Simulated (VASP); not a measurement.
Ag: single point with PBEsol

The system is Ag.

```
Ag
1.0
    -2.86706    0.00000    0.00000
    -1.43353   -2.48295    0.00000
     0.00000    0.00000   15.57214
Ag
6
Direct
  0.33333 0.33333 0.67774
  0.33333 0.33333 0.07529
  0.33333 0.33333 0.37652
  0.66667 0.66667 0.82835
  0.66667 0.66667 0.22590
  0.66667 0.66667 0.52713
```

This cell differs from its parent crystal: the distance across one plane changed.

```json
{
  "Program": "VASP 6.6.1",
  "Task": "single point",
  "Functional": "PBEsol",
  "Potentials or basis": "VASP PAW PBE potentials, release 64 (Ag)",
  "Cutoff": "520 eV",
  "k mesh": "24 × 24 × 5",
  "Occupations": "gaussian, width 0.15 eV",
  "Spin": "no spin polarisation"
}
```

| Item | Value |
| --- | --- |
| Pressure | -2.1 GPa |
| Largest force | 0.213 eV/Å |
| Band gap on the k mesh | zero (bands 33 and 34 overlap by 6.50 eV) |

Forces on the atoms (eV/Å):
```
Ag   0.000  0.000  0.052
Ag   0.000  0.000 -0.213
Ag   0.000  0.000 -0.013
Ag   0.000  0.000  0.213
Ag   0.000  0.000 -0.052
Ag   0.000  0.000  0.013
```

Stress tensor (GPa, compression positive):
```
-2.06  0.00  0.00
 0.00 -2.06  0.00
 0.00  0.00 -2.19
```

Levels at points of the mesh, in eV from the Fermi level:
| k point | band 31 | band 32 | band 33 | band 34 | band 35 | band 36 | band 37 | band 38 |
| --- | --- | --- | --- | --- | --- | --- | --- | --- |
| (0.00, 0.00, 0.00) | -3.06 | -3.06 | -3.03 | -3.03 | -2.85 | -0.56 | 0.95 | 5.65 |
| (0.50, 0.00, 0.00) | 0.12 | 0.28 | 0.65 | 1.28 | 1.46 | 1.66 | 4.43 | 4.75 |

Run time: 28 min on 1 thread of Oxide Virtual Turin-like Processor (shared host), peak memory 0.87 GiB.

Caveat: the cell differs from its parent crystal (the distance across one plane changed); the PAW data sets were made with another functional, which shifts forces and pressure a little.
